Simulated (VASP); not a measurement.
# RbBi (P4mm) in VASP: a series of runs, part 2 of 2

VASP 6.6.1. The steps go on from the part before.

### 3 Single point, LDA (all Rb atoms moved +0.050 Å, as atom 1 along Cartesian [0 0 1])

The input, INCAR:

```
  PREC = Accurate
  ENCUT = 520
  EDIFF = 1E-6
  ISMEAR = 0
  SIGMA = 0.15
  LREAL = False
  LASPH = True
  NELM = 80
  ALGO = Fast
  ISIF = 2
  LWAVE = False
  LCHARG = False
  NBANDS = 19
```

The input, KPOINTS:

```
regular mesh
0
Gamma
  10 10 12
```

The input, POSCAR:

```
RbBi
1.0
    4.6852660000      0.0000000000      0.0000000000
    0.0000000000      4.6852660000      0.0000000000
    0.0000000000      0.0000000000      3.8588810000
Rb Bi
1 1
Direct
    0.5000000000      0.5000000000      0.5129571241
    0.0000000000      0.0000000000      0.0000000000
```

Potentials or basis: VASP PAW LDA potentials, release 64 (Rb_sv, Bi_d).

Command:

```
> cat potpaw_LDA.64/Rb_sv/POTCAR potpaw_LDA.64/Bi_d/POTCAR > POTCAR
> mpirun -np 1 vasp_std > vasp.out
```

OUTCAR:

```text
PREC = Accurate
   ENCUT = 520
   EDIFF = 1E-6
   ISMEAR = 0
   LREAL = False
   LASPH = True
   NELM = 80
   ISIF = 2

 ion  position               nearest neighbor table
   1  0.500  0.500  0.513-   2 3.81   2 3.81   2 3.81   2 3.81   2 3.86   2 3.86   2 3.86   2 3.86

   2  0.000  0.000  0.000-   1 3.81   1 3.81   1 3.81   1 3.81   1 3.86   1 3.86   1 3.86   1 3.86

  LATTYP: Found a simple tetragonal cell.
 ALAT       =     4.6852660000
 C/A-ratio  =     0.8236204732

  Lattice vectors:

[... 718 lines left out ...]

  FORCE on cell =-STRESS in cart. coord.  units (eV):
  Direction    XX          YY          ZZ          XY          YZ          ZX
  --------------------------------------------------------------------------------------
  -------------------------------------------------------------------------------------
  Total       -1.0462934     -1.0462934     -1.8184121      0.0000000     -0.0000000      0.0000000
  in kB      -19.7894714    -19.7894714    -34.3932336      0.0000000     -0.0000000      0.0000000
  external PRESSURE =     -24.6573921 kB  Pullay stress =       0.0000000 kB

 VOLUME and BASIS-vectors are now :
 -----------------------------------------------------------------------------
  energy-cutoff  :      520.00
  volume of cell :       84.71
      direct lattice vectors                 reciprocal lattice vectors
     4.685266000  0.000000000  0.000000000     0.213435054  0.000000000  0.000000000
     0.000000000  4.685266000  0.000000000     0.000000000  0.213435054  0.000000000
     0.000000000  0.000000000  3.858881000     0.000000000  0.000000000  0.259142482

 POSITION                                       TOTAL-FORCE (eV/Angst)
 -----------------------------------------------------------------------------------
      2.34263      2.34263      1.97944         0.000000     -0.000000     -0.046561
      0.00000      0.00000      0.00000         0.000000      0.000000      0.046561
 -----------------------------------------------------------------------------------
    total drift:                               -0.000000      0.000000      0.000124

  FREE ENERGIE OF THE ION-ELECTRON SYSTEM (eV)
  ---------------------------------------------------
  free  energy   TOTEN  =        -5.7840397720 eV

  energy  without entropy=       -5.7607546087  energy(sigma->0) =       -5.77239719
```

OSZICAR:

```text
N       E                     dE             d eps       ncg     rms          rms(c)
DAV:   1     0.200351201141E+03    0.20035E+03   -0.11652E+04  5586   0.121E+03
DAV:   2     0.109601380339E+02   -0.18939E+03   -0.18430E+03  5770   0.325E+02
DAV:   3    -0.485508747326E+01   -0.15815E+02   -0.15702E+02  7584   0.102E+02
DAV:   4    -0.579941542181E+01   -0.94433E+00   -0.94165E+00  9302   0.181E+01
DAV:   5    -0.581624219005E+01   -0.16827E-01   -0.16822E-01  7468   0.197E+00    0.342E+00
RMM:   6    -0.579366458514E+01    0.22578E-01   -0.18220E-02  7099   0.117E+00    0.211E+00
RMM:   7    -0.578390204416E+01    0.97625E-02   -0.33917E-02  7257   0.137E+00    0.178E-01
RMM:   8    -0.578390724052E+01   -0.51964E-05   -0.45333E-03  8068   0.523E-01    0.330E-02
RMM:   9    -0.578399890221E+01   -0.91662E-04   -0.11393E-03  8719   0.194E-01    0.242E-02
RMM:  10    -0.578402654197E+01   -0.27640E-04   -0.26296E-04  9125   0.113E-01    0.152E-02
RMM:  11    -0.578403536044E+01   -0.88185E-05   -0.84720E-05  8702   0.554E-02    0.652E-03
RMM:  12    -0.578403783696E+01   -0.24765E-05   -0.29734E-05  8622   0.397E-02    0.414E-03
RMM:  13    -0.578403928756E+01   -0.14506E-05   -0.12952E-05  7655   0.205E-02    0.232E-03
RMM:  14    -0.578403977200E+01   -0.48444E-06   -0.44048E-06  6254   0.120E-02
   1 F= -.57840398E+01 E0= -.57723972E+01  d E =-.232852E-01
```

Run time: 5.4 min. Hardware: 1 thread of AMD EPYC 7R13, shared host; peak memory 0.31 GiB.

What came out:

| Property | Result |
| --- | --- |
| Free energy | -5.7840 eV |
| Pressure | -2.5 GPa |
| Largest force | 0.047 eV/Å |
| Band gap on the k mesh | zero (bands 12 and 13 overlap by 1.67 eV) |

Forces on the atoms (eV/Å):
```
Rb   0.000  0.000 -0.047
Bi   0.000  0.000  0.047
```

Caveat: the cell differs from its parent crystal (all Rb atoms moved +0.050 Å, as atom 1 along Cartesian [0 0 1]); spin-orbit coupling is left out, which moves the levels of the heavy elements.
